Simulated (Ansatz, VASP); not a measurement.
GaSb3 in VASP and in Ansatz

The input INCAR:

```
SYSTEM = GaSb3
  PREC = Accurate
  ENCUT = 520
  EDIFF = 1E-7
  ISMEAR = 0
  SIGMA = 0.15
  LREAL = .FALSE.
  LASPH = .TRUE.
  NELM = 100
  ALGO = Normal
  ISIF = 2
  LWAVE = .FALSE.
  LCHARG = .TRUE.
  GGA = CA
  LELF = .TRUE.
  LVHAR = .TRUE.
  NBANDS = 22
```

Contents of KPOINTS:

```
regular mesh
0
G
  10 10 10
  0 0 0
```

Contents of POSCAR:

```
GaSb3
1.0
    0.0000000000      3.6505038435      3.8509165045
    3.6505038435      0.0000000000      3.8509165045
    3.6505038435      3.6505038435      0.0000000000
Ga Sb
1 3
Direct
    0.0000000000      0.0000000000      0.0000000000
    0.2500000000      0.2500000000      0.2500000000
    0.7500000000      0.7500000000      0.7500000000
    0.5000000000      0.5000000000      0.5000000000
```

Input for Ansatz:

```yaml
crystal:
  lattice:
    - [0.0, 3.6505038435, 3.8509165045]
    - [3.6505038435, 0.0, 3.8509165045]
    - [3.6505038435, 3.6505038435, 0.0]
  atoms:
    - { symbol: Ga, position: [0.0, 0.0, 0.0] }
    - { symbol: Sb, position: [0.25, 0.25, 0.25] }
    - { symbol: Sb, position: [0.75, 0.75, 0.75] }
    - { symbol: Sb, position: [0.5, 0.5, 0.5] }
basis:
  ecutwfc: 420
kpoints:
  mp_grid: { grid: [10, 10, 10] }
hamiltonian:
  xc: lda
  pseudopotentials: { kind: paw, azcp: { folder: soft_1 } }
scf:
  occupations: { method: gaussian, width: 0.15 }
output:
  forces: true
  stress: true
  eigenvalues: true
```

Alike in both runs: task single point; functional LDA; k mesh 10 × 10 × 10; occupations gaussian, width 0.15 eV; no spin polarisation.

|  | VASP | Ansatz |
| --- | --- | --- |
| version | VASP 6.6.1 | Ansatz 0.2.0 |
| potentials or method | VASP PAW LDA potentials, release 64 (Ga_d, Sb), cutoff 520 eV | scalar-relativistic, plane waves, PAW |
| valence electrons in the cell | 28 | 58 |

|  | VASP | Ansatz | Ansatz less VASP |
| --- | --- | --- | --- |
| gap on the k mesh at the Fermi level (eV) | none | none | - |
| pressure (GPa) | -4.1 | -4.1 | -0.03 |
| traceless stress, the component that is largest in VASP (GPa) | -0.91 | -0.89 | +0.019 |

Ansatz warns that its potentials were made for another functional, while VASP's fit it. LDA's correlation is that of Perdew and Zunger in VASP and of Perdew and Wang (1992) in Ansatz. A gap of «none» marks a metal or a gap that the smearing closes. VASP's potentials hold 28 valence electrons a cell and Ansatz's 58, so a difference there can come from the potentials and not from the codes.

Spin-orbit coupling is off throughout.
